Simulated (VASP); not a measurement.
# Ca (Pm-3m) in VASP: further runs, part 2 of 2

VASP 6.6.1. The steps go on from the part before.

## (3) Relaxation of cell and atoms, PBE+D3(BJ)

INCAR

```
SYSTEM = Ca
PREC = Accurate
ENCUT = 600
EDIFF = 1E-6
ISMEAR = 1
SIGMA = 0.05
LREAL = .FALSE.
LASPH = .TRUE.
NELM = 60
ALGO = Normal
ISIF = 3
LWAVE = .FALSE.
LCHARG = .FALSE.
GGA = PE
IVDW = 12
IBRION = 2
NSW = 60
EDIFFG = -0.05
```

KPOINTS

```
regular mesh
0
G
  11 11 11
  0 0 0
```

POSCAR

```
Ca
1.0
    2.6150000000      0.0000000000      0.0000000000
    0.0000000000      2.6150000000      0.0000000000
    0.0000000000      0.0000000000      2.6150000000
Ca
1
Direct
    0.0000000000      0.0000000000      0.0000000000
```

Potentials or basis: VASP PAW PBE potentials, release 64 (Ca_sv).

Command:

```console
$ cat potpaw_PBE.64/Ca_sv/POTCAR > POTCAR
$ mpirun -np 1 vasp_std > vasp.out
```

OUTCAR:

```text
SYSTEM = Ca
   PREC = Accurate
   ENCUT = 600
   EDIFF = 1E-6
   ISMEAR = 1
   LREAL = .FALSE.
   LASPH = .TRUE.
   NELM = 60
   ISIF = 3
   GGA = PE
   IVDW = 12
   IBRION = 2
   NSW = 60
   EDIFFG = -0.05
 IVDW          = 12

 ion  position               nearest neighbor table
   1  0.000  0.000  0.000-

  LATTYP: Found a simple cubic cell.
 ALAT       =     2.6150000000

  Lattice vectors:

 A1 = (   2.6150000000,   0.0000000000,   0.0000000000)
 A2 = (   0.0000000000,   2.6150000000,   0.0000000000)
 A3 = (   0.0000000000,   0.0000000000,   2.6150000000)

Analysis of symmetry for initial positions (statically):
=====================================================================
 Subroutine PRICEL returns:
 Original cell was already a primitive cell.

 Routine SETGRP: Setting up the symmetry group for a
 simple cubic supercell.

 Subroutine GETGRP returns: Found 48 space group operations
 (whereof 48 operations were pure point group operations)
 out of a pool of 48 trial point group operations.

The static configuration has the point symmetry O_h .

Analysis of symmetry for dynamics (positions and initial velocities):
=====================================================================
 Subroutine PRICEL returns:
 Original cell was already a primitive cell.

 Routine SETGRP: Setting up the symmetry group for a
 simple cubic supercell.

 Subroutine GETGRP returns: Found 48 space group operations
 (whereof 48 operations were pure point group operations)
 out of a pool of 48 trial point group operations.

The dynamic configuration has the point symmetry O_h .

 Subroutine INISYM returns: Found 48 space group operations
 (whereof 48 operations are pure point group operations),
 and found     1 'primitive' translations

----------------------------------------------------------------------------------------

                                     Primitive cell

  volume of cell :      17.8820

  direct lattice vectors                    reciprocal lattice vectors
     2.615000000  0.000000000  0.000000000     0.382409178  0.000000000  0.000000000
     0.000000000  2.615000000  0.000000000     0.000000000  0.382409178  0.000000000
     0.000000000  0.000000000  2.615000000     0.000000000  0.000000000  0.382409178

  length of vectors
     2.615000000  2.615000000  2.615000000     0.382409178  0.382409178  0.382409178

  position of ions in fractional coordinates (direct lattice)
     0.000000000  0.000000000  0.000000000

  ion indices of the primitive-cell ions
   primitive index   ion index
                 1           1

----------------------------------------------------------------------------------------

 KPOINTS: regular mesh

Automatic generation of k-mesh.
 Grid dimensions read from file:
 generate k-points for:   11   11   11

 Generating k-lattice:

  Cartesian coordinates                     Fractional coordinates (reciprocal lattice)
     0.034764471  0.000000000  0.000000000     0.090909091  0.000000000  0.000000000
     0.000000000  0.034764471  0.000000000     0.000000000  0.090909091  0.000000000
     0.000000000  0.000000000  0.034764471     0.000000000  0.000000000  0.090909091

  Length of vectors
     0.034764471  0.034764471  0.034764471

  Shift w.r.t. Gamma in fractional coordinates (k-lattice)
     0.000000000  0.000000000  0.000000000

 Subroutine IBZKPT returns following result:
 ===========================================

 Found     56 irreducible k-points:

 Following reciprocal coordinates:
            Coordinates               Weight
  0.000000  0.000000  0.000000      1.000000
  0.090909  0.000000  0.000000      6.000000
  0.181818  0.000000  0.000000      6.000000
  0.272727  0.000000  0.000000      6.000000
  0.363636  0.000000  0.000000      6.000000
  0.454545  0.000000  0.000000      6.000000
[... 16 lines left out ...]
  0.181818  0.090909  0.090909     24.000000
  0.272727  0.090909  0.090909     24.000000
 [... further k-points ...]
   k-points           NKPTS =     56   k-points in BZ     NKDIM =     56   number of bands    NBANDS=      9
   number of dos      NEDOS =    301   number of ions     NIONS =      1
   total plane-waves  NPLWV =  13824
   dimension x,y,z NGX =    24 NGY =   24 NGZ =   24
   dimension x,y,z NGXF=    48 NGYF=   48 NGZF=   48
   ions per type =               1
   NGX,Y,Z   is equivalent  to a cutoff of  15.26, 15.26, 15.26 a.u.
   NGXF,Y,Z  is equivalent  to a cutoff of  30.52, 30.52, 30.52 a.u.
 SYSTEM =  Ca
   PREC   = accura    normal or accurate (medium, high low for compatibility)
   ISTART =      0    job   : 0-new  1-cont  2-samecut
   ICHARG =      2    charge: 1-file 2-atom 10-const
   ISPIN  =      1    spin polarized calculation?
   LNONCOLLINEAR =      F non collinear calculations
   LSORBIT =      F    spin-orbit coupling
   LASPH  =      T    aspherical Exc in radial PAW
   ENCUT  =  600.0 eV  44.10 Ry    6.64 a.u.   5.22  5.22  5.22*2*pi/ulx,y,z
   NELM   =     60;   NELMIN=  2; NELMDL= -5     # of ELM steps
   EDIFF  = 0.1E-05   stopping-criterion for ELM
   LREAL  =      F    real-space projection
   EDIFFG = -.5E-01   stopping-criterion for IOM
   NSW    =     60    number of steps for IOM
   IBRION =      2    ionic relax: 0-MD 1-quasi-New 2-CG
   NFREE  =      1    steps in history (QN), initial steepest desc. (CG)
   ISIF   =      3    stress and relaxation
   ISYM   =      2    0-nonsym 1-usesym 2-fastsym
   POTIM  = 0.5000    time-step for ionic-motion
   TEBEG  =    0.0;   TEEND  =   0.0 temperature during run
   PSTRESS=    0.0 pullay stress
   NELECT =      10.0000    total number of electrons
   NUPDOWN=      -1.0000    fix difference up-down
   EMIN   =  10.00;   EMAX   =-10.00  energy-range for DOS
   EFERMI =   0.00;   METHOD = LEGACY
   ISMEAR =     1;   SIGMA  =   0.05  broadening in eV -4-tet -1-fermi 0-gaus
   EFERMI_NEDOS =   21; number of points for ismear=-14 and -15
   IALGO  =     38    algorithm
   IMIX   =      4    mixing-type and parameters
     AMIX     =   0.40;   BMIX     =  1.00
     AMIX_MAG =   1.60;   BMIX_MAG =  1.00
  volume/ion in A,a.u.               =      17.88       120.67
  Fermi-wavevector in a.u.,A,eV,Ry     =   1.348766  2.548797 24.751291  1.819169
  Thomas-Fermi vector in A             =   2.476408
   LORBIT       =      0    0 simple, 1 ext, 2 COOP (PROOUT), +10 PAW based schemes
   GGA     = PE    functional components
   LHFCALC =     F    Hartree Fock is set to
   AEXX    =    0.0000 exact exchange contribution
   IVDW    =    12    specifies the selected vdW correction
   LEPSILON=     F    determine dielectric tensor
   LRPA    =     F    only Hartree local field effects (RPA)
 conjugate gradient relaxation of ions
 non-spin polarized calculation
 Methfessel and Paxton  Order N= 1 SIGMA  =   0.05
  energy-cutoff  :      600.00
  volume of cell :       17.88
 maximum number of plane-waves:       619
 NGX is ok and might be reduce to    24
   NGX = 11   NGY = 11   NGZ = 11

--------------------------------------- Ionic step        1  -------------------------------------------

 number of electron      10.0000000 magnetization

 Free energy of the ion-electron system (eV)
  ---------------------------------------------------
  ext. energy  EPLUGINS =         0.00000000
  ---------------------------------------------------
  free energy    TOTEN  =         0.22320634 eV

  energy without entropy =        0.22312618  energy(sigma->0) =        0.22317962

 E-fermi :   6.5666     XC(G=0): -10.9722

 val. band max:        6.5396569553   @ k =   0.0000   0.0000   0.0000
 cond. band min:       6.5757125166   @ k =   0.4545   0.4545   0.3636
 fundamental gap:      0.0360555613
 Fermi energy:         6.5666027203

 k-point     1 :       0.0000    0.0000    0.0000
  band No.  band energies     occupation
      1     -35.0387      2.00000
      2     -14.6723      2.00000
      3     -14.6723      2.00000
      4     -14.6723      2.00000
      5       2.2954      2.00000
      6       6.5397      1.78145
      7       6.5397      1.78144
      8      14.3866      0.00000
      9      14.3866      0.00000
[... 431 lines left out ...]
  energy  without entropy=       -1.7399017883  energy(sigma->0) =       -1.74002125

--------------------------------------- Ionic step        5  -------------------------------------------

 number of electron       9.9999998 magnetization

 Free energy of the ion-electron system (eV)
  ---------------------------------------------------
  ext. energy  EPLUGINS =         0.00000000
  ---------------------------------------------------
  free energy    TOTEN  =        -1.51493781 eV

  energy without entropy =       -1.51419164  energy(sigma->0) =       -1.51468908

 E-fermi :   2.0306     XC(G=0):  -7.8681

 val. band max:        2.0146790866   @ k =   0.4545   0.1818   0.0909
 cond. band min:       2.0337386421   @ k =   0.4545   0.3636   0.2727
 fundamental gap:      0.0190595555
 Fermi energy:         2.0306354812

 k-point     1 :       0.0000    0.0000    0.0000
  band No.  band energies     occupation
      1     -40.0304      2.00000
      2     -20.8995      2.00000
      3     -20.8995      2.00000
      4     -20.8995      2.00000
      5      -1.8818      2.00000
      6       2.8774     -0.00000
      7       2.8774     -0.00000
      8       6.3849      0.00000
      9       6.3849      0.00000
[... 308 lines left out ...]
  FREE ENERGIE OF THE ION-ELECTRON SYSTEM (eV)
  ---------------------------------------------------
  free  energy   TOTEN  =        -1.7577278658 eV

  energy  without entropy=       -1.7569816962  energy(sigma->0) =       -1.75747914

 reached required accuracy - stopping structural energy minimisation
```

OSZICAR:

```text
N       E                     dE             d eps       ncg     rms          rms(c)
DAV:   1     0.724779267499E+02    0.72478E+02   -0.63096E+03  1008   0.129E+03
DAV:   2     0.124763305719E+01   -0.71230E+02   -0.70741E+02  1034   0.269E+02
[... 53 lines left out ...]
DAV:   5    -0.151276462397E+01   -0.15788E-01   -0.21832E-02  1512   0.543E-01    0.281E-01
DAV:   6    -0.151441932726E+01   -0.16547E-02   -0.10565E-03  1650   0.236E-01    0.185E-01
DAV:   7    -0.151493815578E+01   -0.51883E-03   -0.85168E-04  1338   0.333E-01    0.207E-02
DAV:   8    -0.151492098465E+01    0.17171E-04   -0.38002E-05  1357   0.533E-02    0.640E-03
DAV:   9    -0.151493814115E+01   -0.17157E-04   -0.18820E-05  1669   0.224E-02    0.363E-03
DAV:  10    -0.151493780649E+01    0.33466E-06   -0.40750E-07   643   0.606E-03
   5 F= -.17577279E+01 E0= -.17574791E+01  d E =-.143157E+01
```

CONTCAR:

```text
Ca
   1.00000000000000
     3.4247477332415595    0.0000000000000000   -0.0000000000000000
    -0.0000000000000000    3.4247477332415595   -0.0000000000000000
     0.0000000000000000    0.0000000000000000    3.4247477332415595
  Ca
     1
Direct
     0.0000000000000000    0.0000000000000000    0.0000000000000000

  0.00000000E+00  0.00000000E+00  0.00000000E+00
```

Run time: 22 s. Hardware: 1 thread of Intel Xeon Platinum 8559C (Emerald Rapids), shared host; peak memory 0.15 GiB.

What came out:

```yaml
Free_energy: -1.7577 eV
Relaxed_volume: 40.17 Å³/atom
Relaxed_cell: a = 3.425 Å, b = 3.425 Å, c = 3.425 Å, α = 90.00°, β = 90.00°, γ = 90.00°
Space_group_after_relaxing_to_0.05_Å: Pm-3m (No. 221)
Energy_gained_by_relaxing: 1431.6 meV/atom
Ionic_steps: 5
Pressure_after_relaxing: 0.1 GPa
Band_gap_on_the_k_mesh: zero (band 5 reaches 2.63 eV, above the bottom of band 6 at 1.81 eV)
Dispersion_energy_per_atom: -0.243 eV
```

Step by step:
```csv
step,energy change (eV),largest force (eV/Å),pressure (GPa),volume (Å³)
1,0.0000,0.0000,38.87,17.88
2,-1.3372,0.0000,4.23,31.62
3,-1.4100,0.0000,1.60,35.69
4,-1.4139,0.0000,-1.23,44.86
5,-1.4316,0.0000,0.07,40.17
```

Final structure:
```cif
data_structure
_symmetry_space_group_name_H-M 'P 1'
_symmetry_Int_Tables_number 1
_cell_length_a 3.4247
_cell_length_b 3.4247
_cell_length_c 3.4247
_cell_angle_alpha 90.000
_cell_angle_beta 90.000
_cell_angle_gamma 90.000
_cell_volume 40.17
loop_
_atom_site_label
_atom_site_type_symbol
_atom_site_fract_x
_atom_site_fract_y
_atom_site_fract_z
_atom_site_occupancy
Ca1 Ca 0.00000 0.00000 0.00000 1
```

Caveat: the volume moved by over 15 % at a fixed basis, so the end points are rough; the volume moved by +125 % from the deposited cell, more than functionals usually miss; pairwise dispersion overbinds metals, which lowers pressure and volume. Zero-point motion and thermal expansion aren't in these numbers.
